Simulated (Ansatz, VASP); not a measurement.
# One calculation of AlN, two programs

```
Al N
1.0
    -1.65675    2.86957    0.00000
     0.00000    0.00000    4.18746
     4.97025    2.86957    0.00000
Al N
4 4
Direct
  0.46707 0.75000 0.15569
  0.00000 0.75000 0.66667
  0.00000 0.25000 0.33333
  0.50000 0.25000 0.83333
  0.50000 0.25000 0.16667
  0.00000 0.25000 0.66667
  0.00000 0.75000 0.33333
  0.50000 0.75000 0.83333
```

Alike in both runs: task single point; functional PBE; k mesh 8 × 6 × 4; occupations gaussian, width 0.05 eV; no spin polarisation.

```csv
,VASP,Ansatz
version,VASP 6.6.1,Ansatz 0.2.0
potentials or method,"VASP PAW PBE potentials, release 64 (Al, N), cutoff 520 eV","scalar-relativistic, plane waves, PAW"
valence electrons in the cell,32,32
```

```csv
,VASP,Ansatz,Ansatz less VASP
gap on the k mesh at the Fermi level (eV),3.23,3.22,-0.009
least direct gap on the mesh (eV),3.23,3.22,-0.009
pressure (GPa),0.4,0.6,+0.18
"traceless stress, the component that is largest in VASP (GPa)",2.64,2.69,+0.050
rms of the force components (eV/Å),0.477,0.476,-0.0010
```

Atom by atom the forces differ by 0.001 eV/Å (rms over components). The functional is the same, so the differences come from potentials, cutoffs and numerics.
